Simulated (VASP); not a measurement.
# Si in VASP: further runs

Si is run at these levels: PBEsol, SVWN5, revPBE+D3(BJ); tasks: single point.

Everything below comes from runs of VASP 6.6.1. Logs are shortened: lines on timing, memory, paths and dates and some standing lists are left out, and cuts for length are marked.

## 1. The cell of the first run

The structure is cubic, space group Fd-3m (No. 227). Conventional cell: a = 5.407 Å, b = 5.407 Å, c = 5.407 Å, α = 90.00°, β = 90.00°, γ = 90.00°. Si (site symmetry -43m) has 4 Si at 2.34 Å within 3.1 Å.

## 2. Single point, PBEsol, collinear spin, ferromagnetic start (volume scaled by 0.98)

INCAR reads:

```
SYSTEM = Si
PREC     = Accurate       ! precision mode
ENCUT    = 520            ! plane-wave cutoff, eV
EDIFF    = 1E-6           ! SCF threshold, eV
ISMEAR   = -1             ! smearing method
SIGMA    = 0.1            ! smearing width, eV
LREAL    = .False.        ! projectors in reciprocal space
LASPH    = .True.         ! aspherical terms in the spheres
NELM     = 150            ! most SCF steps
ALGO     = Normal         ! electronic algorithm
ISIF     = 2              ! what is computed and relaxed
LWAVE    = .False.        ! write WAVECAR
LCHARG   = .True.         ! write CHGCAR
ISPIN    = 2              ! spin polarisation
MAGMOM   = -0.06 -0.59    ! initial moments
LORBIT   = 11             ! projections on sites
GGA      = PS             ! functional
LELF     = .True.         ! ELF
LVHAR    = .True.       
NBANDS   = 15             ! bands
```

KPOINTS reads:

```
Automatic mesh
0
Gamma
  8 8 8
  0 0 0
```

POSCAR reads:

```
Si
1.0
    0.0000000000      2.7035831784      2.7035831784
    2.7035831784      0.0000000000      2.7035831784
    2.7035831784      2.7035831784      0.0000000000
Si
2
Direct
    0.5000000000      0.5000000000      0.5000000000
    0.7500000000      0.7500000000      0.7500000000
```

Potentials or basis: VASP PAW PBE potentials, release 64 (Si).

Run with:

```sh
$ cat potpaw_PBE.64/Si/POTCAR > POTCAR
$ mpirun -np 1 vasp_std > vasp.out
```

OUTCAR:

```text
SYSTEM = Si
   PREC = Accurate
   ENCUT = 520
   EDIFF = 1E-6
   ISMEAR = -1
   LREAL = .False.
   LASPH = .True.
   NELM = 150
   ISIF = 2
   ISPIN = 2
   LORBIT = 11
   GGA = PS

 ion  position               nearest neighbor table
   1  0.500  0.500  0.500-   2 2.34   2 2.34   2 2.34   2 2.34
   2  0.750  0.750  0.750-   1 2.34   1 2.34   1 2.34   1 2.34

  LATTYP: Found a face centered cubic cell.
 ALAT       =     5.4071663568

  Lattice vectors:

 A1 = (   0.0000000000,   2.7035831784,   2.7035831784)
 A2 = (   2.7035831784,   0.0000000000,   2.7035831784)
 A3 = (   2.7035831784,   2.7035831784,   0.0000000000)

Analysis of symmetry for initial positions (statically):
=====================================================================
 Subroutine PRICEL returns:
 Original cell was already a primitive cell.

 Routine SETGRP: Setting up the symmetry group for a
 face centered cubic supercell.

 Subroutine GETGRP returns: Found 48 space group operations
 (whereof 24 operations were pure point group operations)
 out of a pool of 48 trial point group operations.

The static configuration has the point symmetry T_d .
 The point group associated with its full space group is O_h .

Analysis of symmetry for dynamics (positions and initial velocities):
=====================================================================
 Subroutine PRICEL returns:
 Original cell was already a primitive cell.

 Routine SETGRP: Setting up the symmetry group for a
 face centered cubic supercell.

 Subroutine GETGRP returns: Found 48 space group operations
 (whereof 24 operations were pure point group operations)
 out of a pool of 48 trial point group operations.

The dynamic configuration has the point symmetry T_d .
 The point group associated with its full space group is O_h .

Analysis of structural, dynamic, and magnetic symmetry:
=====================================================================
 Subroutine PRICEL returns:
 Original cell was already a primitive cell.

 Routine SETGRP: Setting up the symmetry group for a
 face centered cubic supercell.

 Subroutine GETGRP returns: Found 24 space group operations
 (whereof 24 operations were pure point group operations)
 out of a pool of 48 trial point group operations.

The overall configuration has the point symmetry T_d .

 Subroutine INISYM returns: Found 24 space group operations
 (whereof 24 operations are pure point group operations),
 and found     1 'primitive' translations

----------------------------------------------------------------------------------------

[... 137 lines left out ...]
  free energy    TOTEN  =       -11.48657843 eV

  energy without entropy =      -11.48464141  energy(sigma->0) =      -11.48560992

 E-fermi :   6.1202     XC(G=0):  -9.6034

 val. band max:        5.9232544524   @ k =   0.0000   0.0000   0.0000
 cond. band min:       6.4050409976   @ k =   0.3750   0.3750   0.0000
 fundamental gap:      0.4817865452
 Fermi energy:         6.1201987244

 spin component 1

 k-point     1 :       0.0000    0.0000    0.0000
  band No.  band energies     occupation
      1      -6.1577      1.00000
      2       5.9232      0.87756
      3       5.9232      0.87756
      4       5.9232      0.87756
      5       8.4455      0.00000
      6       8.4455      0.00000
      7       8.4455      0.00000
      8       9.3968      0.00000
      9      13.6184      0.00000
     10      13.6184      0.00000
     11      13.6869      0.00000
     12      17.0654      0.00000
     13      17.0654      0.00000
     14      17.0654      0.00000
[... 403 lines left out ...]
      4       3.7096      1.00000
      5       8.9508      0.00000
      6       8.9510      0.00000
      7      11.8230      0.00000
      8      12.9951      0.00000
      9      13.3059      0.00000
     10      16.4536      0.00000
     11      17.6413      0.00000
     12      18.2872      0.00000
     13      21.5360      0.00000
     14      21.5699      0.00000
     15      24.0656      0.00000

 [... further k-points ...]

 spin component 2

 k-point     1 :       0.0000    0.0000    0.0000
  band No.  band energies     occupation
      1      -6.1577      1.00000
      2       5.9233      0.87755
      3       5.9233      0.87755
      4       5.9233      0.87755
      5       8.4455      0.00000
      6       8.4455      0.00000
      7       8.4455      0.00000
      8       9.3968      0.00000
      9      13.6184      0.00000
     10      13.6184      0.00000
     11      13.6870      0.00000
     12      17.0654      0.00000
     13      17.0654      0.00000
     14      17.0654      0.00000
[... 403 lines left out ...]
      4       3.7096      1.00000
      5       8.9508      0.00000
      6       8.9511      0.00000
      7      11.8230      0.00000
      8      12.9951      0.00000
      9      13.3059      0.00000
     10      16.4536      0.00000
     11      17.6414      0.00000
     12      18.2872      0.00000
     13      21.5361      0.00000
     14      21.5699      0.00000
     15      24.0656      0.00000

 [... further k-points ...]
[... 5 lines left out ...]
  --------------------------------------------------------------------------------------
  -------------------------------------------------------------------------------------
  Total        0.3764988      0.3764988      0.3764988      0.0000000     -0.0000000      0.0000000
  in kB       15.2624755     15.2624755     15.2624755      0.0000000     -0.0000000      0.0000000
  external PRESSURE =      15.2624755 kB  Pullay stress =       0.0000000 kB

 VOLUME and BASIS-vectors are now :
 -----------------------------------------------------------------------------
  energy-cutoff  :      520.00
  volume of cell :       39.52
      direct lattice vectors                 reciprocal lattice vectors
     0.000000000  2.703583178  2.703583178    -0.184939751  0.184939751  0.184939751
     2.703583178  0.000000000  2.703583178     0.184939751 -0.184939751  0.184939751
     2.703583178  2.703583178  0.000000000     0.184939751  0.184939751 -0.184939751

 POSITION                                       TOTAL-FORCE (eV/Angst)
 -----------------------------------------------------------------------------------
      2.70358      2.70358      2.70358         0.000000      0.000000     -0.000000
      4.05537      4.05537      4.05537        -0.000000     -0.000000      0.000000
 -----------------------------------------------------------------------------------
    total drift:                                0.000000      0.000000      0.000000

  FREE ENERGIE OF THE ION-ELECTRON SYSTEM (eV)
  ---------------------------------------------------
  free  energy   TOTEN  =       -11.4865784300 eV

  energy  without entropy=      -11.4846414114  energy(sigma->0) =      -11.48560992

 total charge

# of ion       s       p       d       tot
------------------------------------------
    1        0.752   0.948   0.000   1.700
    2        0.752   0.948   0.000   1.700
--------------------------------------------------
tot          1.504   1.896   0.000   3.400

 magnetization (x)

# of ion       s       p       d       tot
------------------------------------------
    1       -0.000  -0.000   0.000  -0.000
    2        0.000   0.000   0.000   0.000
--------------------------------------------------
tot          0.000   0.000   0.000   0.000
```

Wall time 15 s (1 thread of Intel Xeon 6975P-C (Granite Rapids), shared host); peak memory 0.17 GiB.

Results:

```
Free energy                                           : -11.4866 eV
Pressure                                              : 1.5 GPa
Band gap on the k mesh                                : 0.48 eV, indirect (least direct gap 2.52 eV)
Net moment                                            : 0.00 μB per cell
Valence electrons inside the program's atomic spheres : Si 1.70
```

Caveat: the cell differs from its parent crystal (volume scaled by 0.98); the PAW data sets were made with another functional, which shifts forces and pressure a little. A k mesh can miss the band edges.

## 3. Single point, PBEsol, collinear spin, ferromagnetic start

This run uses another cell than the first one, of 20.16 Å³/atom, 1.020 times its volume.

INCAR reads:

```
ALGO = Normal
EDIFF = 1E-6
ENCUT = 520
GGA = PS
ISIF = 2
ISMEAR = -1
ISPIN = 2
LASPH = True
LCHARG = False
LORBIT = 11
LREAL = False
LWAVE = False
MAGMOM = -0.06 -0.59
NBANDS = 15
NELM = 150
PREC = Accurate
SIGMA = 0.1
```

KPOINTS reads:

```
k-points
0
Gamma
  8 8 8
```

POSCAR reads:

```
Si
1.0
    0.0000000000      2.7218511865      2.7218511865
    2.7218511865      0.0000000000      2.7218511865
    2.7218511865      2.7218511865      0.0000000000
Si
2
Direct
    0.5000000000      0.5000000000      0.5000000000
    0.7500000000      0.7500000000      0.7500000000
```

Potentials or basis: VASP PAW PBE potentials, release 64 (Si).

Run with:

```sh
$ cat potpaw_PBE.64/Si/POTCAR > POTCAR
$ mpirun -np 1 vasp_std > vasp.out
```

Run time: 18 s. Hardware: 1 thread of Intel Xeon 6975P-C (Granite Rapids), shared host; peak memory 0.18 GiB.

Results (log left out):

* Free energy: -11.4893 eV
* Pressure: -0.4 GPa
* Band gap on the k mesh: 0.51 eV, indirect (least direct gap 2.51 eV)
* Net moment: 0.00 μB per cell
* Valence electrons inside the program's atomic spheres: Si 1.69

Levels at points of the mesh, in eV from the valence-band top:
Spin up:
```tsv
k point	band 1	band 2	band 3	band 4	band 5	band 6	band 7	band 8
(0.00, 0.00, 0.00)	-11.94	0.00	0.00	0.00	2.51	2.51	2.51	3.24
(0.50, 0.00, 0.00)	-9.61	-6.98	-1.20	-1.20	1.44	3.28	3.28	7.50
(0.50, 0.50, 0.00)	-7.81	-7.81	-2.86	-2.86	0.60	0.60	10.00	10.00
```
Spin down:
| k point | band 1 | band 2 | band 3 | band 4 | band 5 | band 6 | band 7 | band 8 | band 9 |
| --- | --- | --- | --- | --- | --- | --- | --- | --- | --- |
| (0.00, 0.00, 0.00) | -11.94 | 0.00 | 0.00 | 0.00 | 2.51 | 2.51 | 2.51 | 3.24 | 7.68 |
| (0.50, 0.00, 0.00) | -9.61 | -6.98 | -1.20 | -1.20 | 1.44 | 3.28 | 3.28 | 7.50 | 10.49 |
| (0.50, 0.50, 0.00) | -7.81 | -7.81 | -2.86 | -2.86 | 0.60 | 0.60 | 10.00 | 10.00 | 10.91 |

Caveat: the PAW data sets were made with another functional, which shifts forces and pressure a little. A hybrid or GW would open this gap; PBEsol tends to underestimate it.

## 4. Single point, PBEsol, collinear spin, ferromagnetic start (volume scaled by 1.04)

INCAR reads:

```
SYSTEM = Si
  ALGO = Normal
  EDIFF = 1E-6
  ENCUT = 520
  GGA = PS
  ISIF = 2
  ISMEAR = -1
  ISPIN = 2
  LASPH = .TRUE.
  LCHARG = .TRUE.
  LELF = .TRUE.
  LORBIT = 11
  LREAL = .FALSE.
  LVHAR = .TRUE.
  LWAVE = .FALSE.
  MAGMOM = -0.06 -0.59
  NBANDS = 15
  NELM = 150
  PREC = Accurate
  SIGMA = 0.1
```

KPOINTS reads:

```
k-points
0
G
  8 8 8
  0 0 0
```

POSCAR reads:

```
Si
1.0
    0.0000000000      2.7576691254      2.7576691254
    2.7576691254      0.0000000000      2.7576691254
    2.7576691254      2.7576691254      0.0000000000
Si
2
Direct
    0.5000000000      0.5000000000      0.5000000000
    0.7500000000      0.7500000000      0.7500000000
```

Run with:

```sh
$ cat potpaw_PBE.64/Si/POTCAR > POTCAR
$ mpirun -np 1 vasp_std > vasp.out
```

Wall time 19 s (1 thread of Intel Xeon 6975P-C (Granite Rapids), shared host); peak memory 0.18 GiB.

It converged, with:

| Property | Result |
| --- | --- |
| Free energy | -11.4679 eV |
| Pressure | -3.7 GPa |
| Band gap on the k mesh | 0.58 eV, indirect (least direct gap 2.47 eV) |
| Net moment | 0.00 μB per cell |
| Valence electrons inside the program's atomic spheres | Si 1.66 |

Levels at points of the mesh, in eV from the valence-band top:
Spin up:
| k point | band 1 | band 2 | band 3 | band 4 | band 5 | band 6 | band 7 | band 8 |
| --- | --- | --- | --- | --- | --- | --- | --- | --- |
| (0.00, 0.00, 0.00) | -11.68 | 0.00 | 0.00 | 0.00 | 2.50 | 2.50 | 2.50 | 2.80 |
| (0.50, 0.00, 0.00) | -9.44 | -6.80 | -1.16 | -1.16 | 1.30 | 3.29 | 3.29 | 7.45 |
| (0.50, 0.50, 0.00) | -7.68 | -7.68 | -2.75 | -2.75 | 0.68 | 0.68 | 9.67 | 9.67 |
Spin down:
```csv
k point,band 1,band 2,band 3,band 4,band 5,band 6,band 7,band 8
"(0.00, 0.00, 0.00)",-11.68,0.00,0.00,0.00,2.50,2.50,2.50,2.80
"(0.50, 0.00, 0.00)",-9.44,-6.80,-1.16,-1.16,1.30,3.29,3.29,7.45
"(0.50, 0.50, 0.00)",-7.68,-7.68,-2.75,-2.75,0.68,0.68,9.67,9.67
```

Caveat: the cell differs from its parent crystal (volume scaled by 1.04); the PAW data sets were made with another functional, which shifts forces and pressure a little. A k mesh can miss the band edges.

## 5. Single point, SVWN5

This run uses another cell than the first one, of 20.16 Å³/atom, 1.020 times its volume.

INCAR reads:

```
  PREC = Accurate
  ENCUT = 520
  EDIFF = 1E-6
  ISMEAR = -1
  SIGMA = 0.05
  LREAL = F
  LASPH = T
  NELM = 100
  ALGO = Normal
  ISIF = 2
  LWAVE = F
  LCHARG = F
  GGA = VW
  NBANDS = 11
```

KPOINTS reads:

```
regular mesh
0
Gamma
  8 8 8
```

POSCAR reads:

```
Si
1.0
    0.0000000000      2.7218511865      2.7218511865
    2.7218511865      0.0000000000      2.7218511865
    2.7218511865      2.7218511865      0.0000000000
Si
2
Direct
    0.5000000000      0.5000000000      0.5000000000
    0.7500000000      0.7500000000      0.7500000000
```

Run with:

```sh
$ cat potpaw_PBE.64/Si/POTCAR > POTCAR
$ mpirun -np 1 vasp_std > vasp.out
```

Wall time 8.9 s (1 thread of Intel Xeon 6975P-C, shared host); peak memory 0.14 GiB.

Results (log left out):

* Free energy: -11.8252 eV
* Pressure: -1.7 GPa
* Band gap on the k mesh: 0.53 eV, indirect (least direct gap 2.52 eV)

Levels at points of the mesh, in eV from the valence-band top:
```tsv
k point	band 2	band 3	band 4	band 5	band 6	band 7
(0.00, 0.00, 0.00)	0.00	0.00	0.00	2.52	2.52	2.52
(0.50, 0.00, 0.00)	-6.98	-1.20	-1.20	1.40	3.31	3.31
(0.50, 0.50, 0.00)	-7.81	-2.85	-2.85	0.62	0.62	9.93
```

Caveat: the PAW data sets were made with another functional, which shifts forces and pressure a little.

## 6. Single point, revPBE+D3(BJ) (the cell strained at random)

INCAR reads:

```
PREC     = Accurate       # precision mode
ENCUT    = 520            # plane-wave cutoff, eV
EDIFF    = 1E-6           # SCF threshold, eV
ISMEAR   = 1              # smearing method
SIGMA    = 0.15           # smearing width, eV
LREAL    = F              # projectors in reciprocal space
LASPH    = T              # aspherical terms in the spheres
NELM     = 60             # most SCF steps
ALGO     = Normal         # electronic algorithm
ISIF     = 2              # what is computed and relaxed
LWAVE    = F              # write WAVECAR
LCHARG   = F              # write CHGCAR
GGA      = RE             # functional
IVDW     = 12             # dispersion correction
NBANDS   = 11             # bands
```

KPOINTS reads:

```
regular mesh
0
Gamma
  7 7 7
```

POSCAR reads:

```
Si
1.0
    0.0383810000      2.7705450000      2.7287120000
    2.6806370000      0.0495870000      2.7175060000
    2.7252180000      2.8039200000      0.0050060000
Si
2
Direct
    0.5000000000      0.5000000000      0.5000000000
    0.7500000000      0.7500000000      0.7500000000
```

Potentials or basis: VASP PAW PBE potentials, release 64 (Si).

Run with:

```sh
$ cat potpaw_PBE.64/Si/POTCAR > POTCAR
$ mpirun -np 1 vasp_std > vasp.out
```

Run time: 50 s. Hardware: 1 thread of Intel Xeon 6975P-C, shared host; peak memory 0.21 GiB.

The run converged. Its results:

```
Free energy                : -11.6180 eV
Pressure                   : -2.5 GPa
Largest force              : 0.298 eV/Å
Band gap on the k mesh     : 0.39 eV, indirect (least direct gap 2.22 eV)
Dispersion energy per atom : -0.610 eV
```

Forces in eV/Å, atoms in the order of the input:
```
Si   0.061 -0.031  0.290
Si  -0.061  0.031 -0.290
```

Stress tensor (GPa, compression positive):
```
-1.14 -3.17  0.28
-3.17 -3.91 -0.63
 0.28 -0.63 -2.37
```

Levels at points of the mesh, in eV from the valence-band top:
```
           k point  band 1  band 2  band 3  band 4  band 5  band 6  band 7  band 8  band 9
(0.00, 0.00, 0.00)  -12.00   -0.22   -0.11    0.00    2.22    2.36    2.70    3.38    7.35
```

Caveat: the cell differs from its parent crystal (the cell strained at random); the PAW data sets were made with another functional, which shifts forces and pressure a little. A k mesh can miss the band edges.

## 7. Overview

| level | spin | cell | k mesh | smearing | gap on the mesh (eV) | pressure (GPa) | moment (μB) |
| --- | --- | --- | --- | --- | --- | --- | --- |
| PBEsol | collinear, ferromagnetic start | a = 3.823 Å, angles 60.0°, 2 atoms | 8 × 8 × 8 | fermi-dirac 0.1 eV | 0.48 | 1.5 | 0.00 |
| PBEsol | collinear, ferromagnetic start | a = 3.849 Å, angles 60.0°, 2 atoms | 8 × 8 × 8 | fermi-dirac 0.1 eV | 0.51 | -0.4 | 0.00 |
| PBEsol | collinear, ferromagnetic start | a = 3.900 Å, angles 60.0°, 2 atoms | 8 × 8 × 8 | fermi-dirac 0.1 eV | 0.58 | -3.7 | 0.00 |
| SVWN5 | off | a = 3.849 Å, angles 60.0°, 2 atoms | 8 × 8 × 8 | fermi-dirac 0.05 eV | 0.53 | -1.7 | - |
| revPBE+D3(BJ) | off | a = 3.889, b = 3.817, c = 3.910 Å, angles 60.0, 58.8, 59.0°, 2 atoms | 7 × 7 × 7 | methfessel-paxton 0.15 eV | 0.39 | -2.5 | - |

Alike in all rows: task single point; potentials or basis VASP PAW PBE potentials, release 64 (Si); cutoff (eV) 520.

Caveats: the PAW data sets were made with another functional, which shifts forces and pressure a little.

Absolute energies hang on the potentials; compare differences alone.
